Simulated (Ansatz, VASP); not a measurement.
**One calculation of Ge, two programs**

INCAR

```
PREC = Accurate ; ENCUT = 520
EDIFF = 1E-7 ; ISMEAR = 0
SIGMA = 0.15 ; LREAL = F
LASPH = T ; NELM = 80
ALGO = Normal ; ISIF = 2
LWAVE = F ; LCHARG = T
GGA = PS ; LELF = T
LVHAR = T ; NBANDS = 21
```

The input KPOINTS:

```
regular mesh
0
Gamma
  14 14 14
```

POSCAR

```
Ge
1.0
   -2.5637634457      2.5621121131      1.3967991573
    2.5637634457     -2.5621121131      1.3967991573
    2.5637634457      2.5621121131     -1.3967991573
Ge
2
Direct
    0.1246462076      0.8746462076      0.2500000000
    0.8753537924      0.1253537924      0.7500000000
```

Input for Ansatz:

```yaml
crystal:
  lattice:
    - [-2.5637634457, 2.5621121131, 1.3967991573]
    - [2.5637634457, -2.5621121131, 1.3967991573]
    - [2.5637634457, 2.5621121131, -1.3967991573]
  atoms:
    - { symbol: Ge, position: [0.1246462076, 0.8746462076, 0.25] }
    - { symbol: Ge, position: [0.8753537924, 0.1253537924, 0.75] }
basis:
  ecutwfc: 420
kpoints:
  mp_grid: { grid: [14, 14, 14] }
hamiltonian:
  xc: pbesol
scf:
  occupations: { method: gaussian, width: 0.15 }
output:
  forces: true
  stress: true
  eigenvalues: true
  write_density: true
  write_potential: true
  elf: true
  volumetric_format: npy
```

Alike in both runs: task single point; functional PBEsol; k mesh 14 × 14 × 14; occupations gaussian, width 0.15 eV; no spin polarisation.

|  | VASP | Ansatz |
| --- | --- | --- |
| version | VASP 6.6.1 | Ansatz 0.2.0 |
| potentials or method | VASP PAW PBE potentials, release 64 (Ge_d), cutoff 520 eV | scalar-relativistic, plane waves, PAW |
| valence electrons in the cell | 28 | 28 |

Ansatz gave:

| Item | Value |
| --- | --- |
| gap on the k mesh at the Fermi level (eV) | none |
| pressure (GPa) | 0.0 |
| traceless stress, the component that is largest in VASP (GPa) | 0.98 |

Q: Which values does VASP return?

A: gap on the k mesh at the Fermi level (eV): none; pressure (GPa): 0.0; traceless stress, the component that is largest in VASP (GPa): 1.00.

VASP's potentials were made for PBE, not for PBEsol. A gap of «none» marks a metal or a gap that the smearing closes.
